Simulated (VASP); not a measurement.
Wanted: the native input for a VASP 6.6.1 run.

```
Task                   : single point
Functional             : PBE
Potentials or basis    : VASP PAW PBE potentials, release 64 (K_sv, C)
Cutoff                 : 520 eV
k mesh                 : 6 × 6 × 10
Occupations            : gaussian, width 0.1 eV
Spin                   : no spin polarisation
Dipole correction      : no
Further INCAR settings : ALGO = Normal; EDIFF = 1e-06; NBANDS = 28
```

The structure of KC lies in POSCAR:

```
KC
1.0
    8.0217775513      0.0000000000      0.0000000000
   -4.0108887757      6.9470631430      0.0000000000
    0.0000000000      0.0000000000      3.8742626029
K C
3 3
Direct
    0.3103196587      0.3103196587      0.5000000000
    0.6896803413      0.0000000000      0.5000000000
    0.0000000000      0.6896803413      0.5000000000
    0.8970885829      0.8970885829      0.0000000000
    0.1029114171      0.0000000000      0.0000000000
    0.0000000000      0.1029114171      0.0000000000
```

The cell was generated, and may not be a known phase.

These files were run (other wordings do the same):

INCAR

```
SYSTEM = KC
PREC = Accurate
ENCUT = 520
EDIFF = 1E-6
ISMEAR = 0
SIGMA = 0.1
LREAL = .False.
LASPH = .True.
NELM = 80
ALGO = Normal
ISIF = 2
LWAVE = .False.
LCHARG = .False.
GGA = PE
NBANDS = 28
```

KPOINTS

```
regular mesh
0
Gamma
  6 6 10
  0 0 0
```

Potentials or basis: VASP PAW PBE potentials, release 64 (K_sv, C).

The run is started by

```bash
$ cat potpaw_PBE.64/K_sv/POTCAR potpaw_PBE.64/C/POTCAR > POTCAR
$ mpirun -np 1 vasp_std > vasp.out
```

Results of the run:

```
Pressure               : 0.1 GPa
Largest force          : 0.172 eV/Å
Band gap on the k mesh : zero (an odd number of electrons rules out a gap without spin polarisation)
```

Caveat: an odd number of electrons without spin polarisation forces a metal; a magnetic or distorted state may lie lower.

It took 3.4 min on 1 thread of Intel(R) Xeon(R) Platinum 8259CL CPU @ 2.50GHz (Skylake/Cascade Lake), with other jobs on the host, peak memory 0.43 GiB.
